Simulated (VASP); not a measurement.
# SiO2 (Pnnm) in VASP: notebook

Runs on SiO2. Level: LDA. Tasks: single point.

All numbers are computed with VASP 6.6.1; they aren't measurements. Logs are shortened: lines on timing, memory, paths and dates and some standing lists are left out, and cuts for length are marked.

### Step 1. The cell of the first run

Symmetry: Pnnm, No. 58, orthorhombic system. The conventional cell has a = 4.863 Å, b = 8.652 Å, c = 8.507 Å, α = 90.00°, β = 90.00°, γ = 90.00°. Si (site symmetry 1) has 4 O at 1.60 to 1.61 Å within 2.1 Å. Within 2.1 Å of O (site symmetry m) lie 2 Si at 1.60 Å. O (site symmetry 2) has 2 Si at 1.61 Å within 2.1 Å. O (site symmetry 1) has 2 Si at 1.61 Å within 2.1 Å.

### Step 2. Single point, LDA (14.91 Å³/atom)

INCAR

```
PREC = Accurate
ENCUT = 520
EDIFF = 1E-6
ISMEAR = 0
SIGMA = 0.02
LREAL = Auto
LASPH = T
NELM = 100
ALGO = Normal
ISIF = 2
LWAVE = F
LCHARG = F
GGA = CA
NBANDS = 82
```

KPOINTS

```
Automatic mesh
0
Gamma
  6 4 4
```

POSCAR

```
SiO2
1.0
    4.8627542764      0.0000000000      0.0000000000
    0.0000000000      8.6520013725      0.0000000000
    0.0000000000      0.0000000000      8.5070050133
Si O
8 16
Direct
    0.9198680301      0.1705056916      0.1849268990
    0.0801319699      0.8294943084      0.1849268990
    0.4198680301      0.3294943084      0.3150731010
    0.9198680301      0.1705056916      0.8150731010
    0.0801319699      0.8294943084      0.8150731010
    0.4198680301      0.3294943084      0.6849268990
    0.5801319699      0.6705056916      0.3150731010
    0.5801319699      0.6705056916      0.6849268990
    0.0228762719      0.8149403314      0.0000000000
    0.5000000000      0.5000000000      0.2558200051
    0.5228762719      0.6850596686      0.5000000000
    0.9771237281      0.1850596686      0.0000000000
    0.1008194091      0.2965477657      0.7218116318
    0.8991805909      0.7034522343      0.7218116318
    0.0000000000      0.0000000000      0.7558200051
    0.6008194091      0.2034522343      0.2218116318
    0.3991805909      0.7965477657      0.2218116318
    0.5000000000      0.5000000000      0.7441799949
    0.3991805909      0.7965477657      0.7781883682
    0.1008194091      0.2965477657      0.2781883682
    0.6008194091      0.2034522343      0.7781883682
    0.4771237281      0.3149403314      0.5000000000
    0.0000000000      0.0000000000      0.2441799949
    0.8991805909      0.7034522343      0.2781883682
```

Potentials or basis: VASP PAW LDA potentials, release 64 (Si, O).

Launch:

```bash
$ cat potpaw_LDA.64/Si/POTCAR potpaw_LDA.64/O/POTCAR > POTCAR
$ mpirun -np 1 vasp_std > vasp.out
```

OUTCAR:

```text
PREC = Accurate
   ENCUT = 520
   EDIFF = 1E-6
   ISMEAR = 0
   LREAL = Auto
   LASPH = T
   NELM = 100
   ISIF = 2
   GGA = CA

 ion  position               nearest neighbor table
   1  0.920  0.171  0.185-  12 1.60  23 1.61  16 1.61  20 1.61   3 3.00   3 3.00   2 3.05   4 3.15

   2  0.080  0.829  0.185-   9 1.60  23 1.61  17 1.61  24 1.61   7 3.00   7 3.00   1 3.05   5 3.15

   3  0.420  0.329  0.315-  22 1.60  10 1.61  20 1.61  16 1.61   1 3.00   1 3.00   7 3.05   6 3.15

   4  0.920  0.171  0.815-  12 1.60  15 1.61  21 1.61  13 1.61   6 3.00   6 3.00   5 3.05   1 3.15

   5  0.080  0.829  0.815-   9 1.60  15 1.61  19 1.61  14 1.61   8 3.00   8 3.00   4 3.05   2 3.15

   6  0.420  0.329  0.685-  22 1.60  18 1.61  13 1.61  21 1.61   4 3.00   4 3.00   8 3.05   3 3.15

   7  0.580  0.671  0.315-  11 1.60  10 1.61  24 1.61  17 1.61   2 3.00   2 3.00   3 3.05   8 3.15

   8  0.580  0.671  0.685-  11 1.60  18 1.61  14 1.61  19 1.61   5 3.00   5 3.00   6 3.05   7 3.15

   9  0.023  0.815  0.000-   2 1.60   5 1.60
  10  0.500  0.500  0.256-   3 1.61   7 1.61
  11  0.523  0.685  0.500-   7 1.60   8 1.60
  12  0.977  0.185  0.000-   1 1.60   4 1.60
  13  0.101  0.297  0.722-   6 1.61   4 1.61
  14  0.899  0.703  0.722-   8 1.61   5 1.61
[... 8 lines left out ...]
  23  0.000  0.000  0.244-   1 1.61   2 1.61
  24  0.899  0.703  0.278-   7 1.61   2 1.61

  LATTYP: Found a simple orthorhombic cell.
 ALAT       =     4.8627542764
 B/A-ratio  =     1.7494211161
 C/A-ratio  =     1.7792388594

  Lattice vectors:

 A1 = (  -4.8627542764,   0.0000000000,   0.0000000000)
 A2 = (   0.0000000000,   0.0000000000,   8.5070050133)
 A3 = (   0.0000000000,   8.6520013725,   0.0000000000)

Analysis of symmetry for initial positions (statically):
=====================================================================
 Subroutine PRICEL returns:
 Original cell was already a primitive cell.

 Routine SETGRP: Setting up the symmetry group for a
 simple orthorhombic supercell.

 Subroutine GETGRP returns: Found  8 space group operations
 (whereof  4 operations were pure point group operations)
 out of a pool of  8 trial point group operations.

The static configuration has the point symmetry C_2h.
 The point group associated with its full space group is D_2h.

Analysis of symmetry for dynamics (positions and initial velocities):
=====================================================================
 Subroutine PRICEL returns:
 Original cell was already a primitive cell.

 Routine SETGRP: Setting up the symmetry group for a
 simple orthorhombic supercell.

 Subroutine GETGRP returns: Found  8 space group operations
 (whereof  4 operations were pure point group operations)
 out of a pool of  8 trial point group operations.

The dynamic configuration has the point symmetry C_2h.
 The point group associated with its full space group is D_2h.

 Subroutine INISYM returns: Found  8 space group operations
 (whereof  4 operations are pure point group operations),
 and found     1 'primitive' translations

----------------------------------------------------------------------------------------

                                     Primitive cell

  volume of cell :     357.9115

  direct lattice vectors                    reciprocal lattice vectors
     4.862754276  0.000000000  0.000000000     0.205644773  0.000000000  0.000000000
     0.000000000  8.652001372  0.000000000     0.000000000  0.115580194  0.000000000
     0.000000000  0.000000000  8.507005013     0.000000000  0.000000000  0.117550183

  length of vectors
     4.862754276  8.652001372  8.507005013     0.205644773  0.115580194  0.117550183

  position of ions in fractional coordinates (direct lattice)
     0.919868030  0.170505692  0.184926899
     0.080131970  0.829494308  0.184926899
     0.419868030  0.329494308  0.315073101
     0.919868030  0.170505692  0.815073101
     0.080131970  0.829494308  0.815073101
     0.419868030  0.329494308  0.684926899
[... 16 lines left out ...]
     0.000000000  0.000000000  0.244179995
     0.899180591  0.703452234  0.278188368

  ion indices of the primitive-cell ions
   primitive index   ion index
                 1           1
                 2           2
                 3           3
                 4           4
                 5           5
                 6           6
[... 16 lines left out ...]
                23          23
                24          24

----------------------------------------------------------------------------------------

 KPOINTS: Automatic mesh

Automatic generation of k-mesh.
 Grid dimensions read from file:
 generate k-points for:    6    4    4

 Generating k-lattice:

  Cartesian coordinates                     Fractional coordinates (reciprocal lattice)
     0.034274129  0.000000000  0.000000000     0.166666667  0.000000000  0.000000000
     0.000000000  0.028895049  0.000000000     0.000000000  0.250000000  0.000000000
     0.000000000  0.000000000  0.029387546     0.000000000  0.000000000  0.250000000

  Length of vectors
     0.034274129  0.028895049  0.029387546

  Shift w.r.t. Gamma in fractional coordinates (k-lattice)
     0.000000000  0.000000000  0.000000000

 Subroutine IBZKPT returns following result:
 ===========================================

 Found     36 irreducible k-points:

 Following reciprocal coordinates:
            Coordinates               Weight
  0.000000  0.000000  0.000000      1.000000
  0.166667  0.000000  0.000000      2.000000
  0.333333  0.000000  0.000000      2.000000
  0.500000  0.000000  0.000000      1.000000
  0.000000  0.250000  0.000000      2.000000
  0.166667  0.250000  0.000000      4.000000
[... 16 lines left out ...]
  0.333333  0.500000  0.250000      4.000000
  0.500000  0.500000  0.250000      2.000000
 [... further k-points ...]
   k-points           NKPTS =     36   k-points in BZ     NKDIM =     36   number of bands    NBANDS=     82
   number of dos      NEDOS =    301   number of ions     NIONS =     24
   total plane-waves  NPLWV = 147456
   dimension x,y,z NGX =    36 NGY =   64 NGZ =   64
   dimension x,y,z NGXF=    72 NGYF=  128 NGZF=  128
   ions per type =               8  16
   NGX,Y,Z   is equivalent  to a cutoff of  12.31, 12.30, 12.51 a.u.
   NGXF,Y,Z  is equivalent  to a cutoff of  24.62, 24.59, 25.01 a.u.
 SYSTEM =  unknown system
   PREC   = accura    normal or accurate (medium, high low for compatibility)
   ISTART =      0    job   : 0-new  1-cont  2-samecut
   ICHARG =      2    charge: 1-file 2-atom 10-const
   ISPIN  =      1    spin polarized calculation?
   LNONCOLLINEAR =      F non collinear calculations
   LSORBIT =      F    spin-orbit coupling
   LASPH  =      T    aspherical Exc in radial PAW
   ENCUT  =  520.0 eV  38.22 Ry    6.18 a.u.   9.04 16.09 15.82*2*pi/ulx,y,z
   NELM   =    100;   NELMIN=  2; NELMDL= -5     # of ELM steps
   EDIFF  = 0.1E-05   stopping-criterion for ELM
   LREAL  =      T    real-space projection
   EDIFFG = 0.1E-04   stopping-criterion for IOM
   NSW    =      0    number of steps for IOM
   IBRION =     -1    ionic relax: 0-MD 1-quasi-New 2-CG
   NFREE  =      0    steps in history (QN), initial steepest desc. (CG)
   ISIF   =      2    stress and relaxation
   ISYM   =      2    0-nonsym 1-usesym 2-fastsym
   POTIM  = 0.5000    time-step for ionic-motion
   TEBEG  =    0.0;   TEEND  =   0.0 temperature during run
   PSTRESS=    0.0 pullay stress
   NELECT =     128.0000    total number of electrons
   NUPDOWN=      -1.0000    fix difference up-down
   EMIN   =  10.00;   EMAX   =-10.00  energy-range for DOS
   EFERMI =   0.00;   METHOD = LEGACY
   ISMEAR =     0;   SIGMA  =   0.02  broadening in eV -4-tet -1-fermi 0-gaus
   EFERMI_NEDOS =   21; number of points for ismear=-14 and -15
   IALGO  =     38    algorithm
   IMIX   =      4    mixing-type and parameters
     AMIX     =   0.40;   BMIX     =  1.00
     AMIX_MAG =   1.60;   BMIX_MAG =  1.00
  volume/ion in A,a.u.               =      14.91       100.64
  Fermi-wavevector in a.u.,A,eV,Ry     =   1.162036  2.195930 18.372327  1.350328
  Thomas-Fermi vector in A             =   2.298602
   LORBIT       =      0    0 simple, 1 ext, 2 COOP (PROOUT), +10 PAW based schemes
   GGA     = CA    functional components
   LHFCALC =     F    Hartree Fock is set to
   AEXX    =    0.0000 exact exchange contribution
   IVDW    =     0    specifies the selected vdW correction
   LEPSILON=     F    determine dielectric tensor
   LRPA    =     F    only Hartree local field effects (RPA)
 non-spin polarized calculation
 Gauss-broadening in eV      SIGMA  =   0.02
  energy-cutoff  :      520.00
  volume of cell :      357.91
 maximum number of plane-waves:      9664
   NGX = 19   NGY = 33   NGZ = 31

 number of electron     127.9999958 magnetization

 Free energy of the ion-electron system (eV)
  ---------------------------------------------------
  ext. energy  EPLUGINS =         0.00000000
  ---------------------------------------------------
  free energy    TOTEN  =      -207.40248017 eV

  energy without entropy =     -207.40248017  energy(sigma->0) =     -207.40248017

 E-fermi :  -0.3199     XC(G=0):  -8.6917

 val. band max:       -0.4904959244   @ k =   0.3333   0.0000   0.0000
 cond. band min:       5.1173614502   @ k =   0.0000   0.0000   0.0000
 fundamental gap:      5.6078573746
 Fermi energy:        -0.3198648364

 k-point     1 :       0.0000    0.0000    0.0000
  band No.  band energies     occupation
      1     -19.7475      2.00000
      2     -19.2949      2.00000
      3     -19.2780      2.00000
      4     -18.8199      2.00000
      5     -18.8185      2.00000
      6     -18.1966      2.00000
[... 68 lines left out ...]
     75       8.9640      0.00000
     76       9.2793      0.00000

 k-point     2 :       0.1667    0.0000    0.0000
  band No.  band energies     occupation
      1     -19.6846      2.00000
      2     -19.2248      2.00000
      3     -19.2097      2.00000
      4     -18.8731      2.00000
      5     -18.7442      2.00000
      6     -18.2601      2.00000
[... 68 lines left out ...]
     75       9.0770      0.00000
     76       9.0776      0.00000

 k-point     3 :       0.3333    0.0000    0.0000
  band No.  band energies     occupation
      1     -19.5100      2.00000
      2     -19.0323      2.00000
      3     -19.0274      2.00000
      4     -19.0176      2.00000
      5     -18.5328      2.00000
      6     -18.4577      2.00000
[... 1648 lines left out ...]
     75       9.2057      0.00000
     76       9.2057      0.00000

 k-point    24 :       0.5000    0.5000    0.2500
  band No.  band energies     occupation
      1     -19.2631      2.00000
      2     -19.2631      2.00000
      3     -18.7462      2.00000
      4     -18.7462      2.00000
      5     -18.7433      2.00000
      6     -18.7433      2.00000
[... 68 lines left out ...]
     75       9.1675      0.00000
     76       9.1675      0.00000

 [... further k-points ...]

 [bands above 76 left out]

------------------------ aborting loop because EDIFF is reached ----------------------------------------

  FORCE on cell =-STRESS in cart. coord.  units (eV):
  Direction    XX          YY          ZZ          XY          YZ          ZX
  --------------------------------------------------------------------------------------
  -------------------------------------------------------------------------------------
  Total        2.1933949      2.2717225      2.0411405     -0.0000000      0.0000000      0.0000000
  in kB        9.8186510     10.1692815      9.1370898     -0.0000000      0.0000000      0.0000000
  external PRESSURE =       9.7083408 kB  Pullay stress =       0.0000000 kB

 VOLUME and BASIS-vectors are now :
 -----------------------------------------------------------------------------
  energy-cutoff  :      520.00
  volume of cell :      357.91
      direct lattice vectors                 reciprocal lattice vectors
     4.862754276  0.000000000  0.000000000     0.205644773  0.000000000  0.000000000
     0.000000000  8.652001372  0.000000000     0.000000000  0.115580194  0.000000000
     0.000000000  0.000000000  8.507005013     0.000000000  0.000000000  0.117550183

 POSITION                                       TOTAL-FORCE (eV/Angst)
 -----------------------------------------------------------------------------------
      4.47309      1.47522      1.57317        -0.008613      0.009640      0.007092
      0.38966      7.17679      1.57317         0.008613     -0.009640      0.007092
      2.04172      2.85079      2.68033        -0.008613     -0.009640     -0.007092
      4.47309      1.47522      6.93383        -0.008613      0.009640     -0.007092
      0.38966      7.17679      6.93383         0.008613     -0.009640     -0.007092
      2.04172      2.85079      5.82668        -0.008613     -0.009640      0.007092
[... 16 lines left out ...]
      0.00000      0.00000      2.07724        -0.000000     -0.000000      0.026550
      4.37249      6.08627      2.36655         0.021524     -0.026335      0.013453
 -----------------------------------------------------------------------------------
    total drift:                                0.000000     -0.000000      0.000000

  FREE ENERGIE OF THE ION-ELECTRON SYSTEM (eV)
  ---------------------------------------------------
  free  energy   TOTEN  =      -207.4024801741 eV

  energy  without entropy=     -207.4024801741  energy(sigma->0) =     -207.40248017
```

Wall time 39 min (1 thread of Intel Xeon 8259CL, shared host); peak memory 0.71 GiB.

Results:

```yaml
Free_energy: -207.4025 eV
Pressure: 1.0 GPa
Largest_force: 0.037 eV/Å
Band_gap_on_the_k_mesh: 5.61 eV (least direct gap 5.68 eV)
```

Forces on the atoms (eV/Å):
```
Si  -0.009  0.010  0.007
Si   0.009 -0.010  0.007
Si  -0.009 -0.010 -0.007
Si  -0.009  0.010 -0.007
Si   0.009 -0.010 -0.007
Si  -0.009 -0.010  0.007
Si   0.009  0.010 -0.007
Si   0.009  0.010  0.007
O   -0.011  0.003  0.000
O    0.000  0.000 -0.027
O   -0.011 -0.003  0.000
O    0.011 -0.003  0.000
O   -0.022  0.026 -0.013
O    0.022 -0.026 -0.013
O    0.000  0.000 -0.027
O   -0.022 -0.026 -0.013
O    0.022  0.026 -0.013
O    0.000  0.000  0.027
O    0.022  0.026  0.013
O   -0.022  0.026  0.013
O   -0.022 -0.026  0.013
O    0.011  0.003  0.000
O    0.000  0.000  0.027
O    0.022 -0.026  0.013
```

(Part 1 of 2 ends here.)
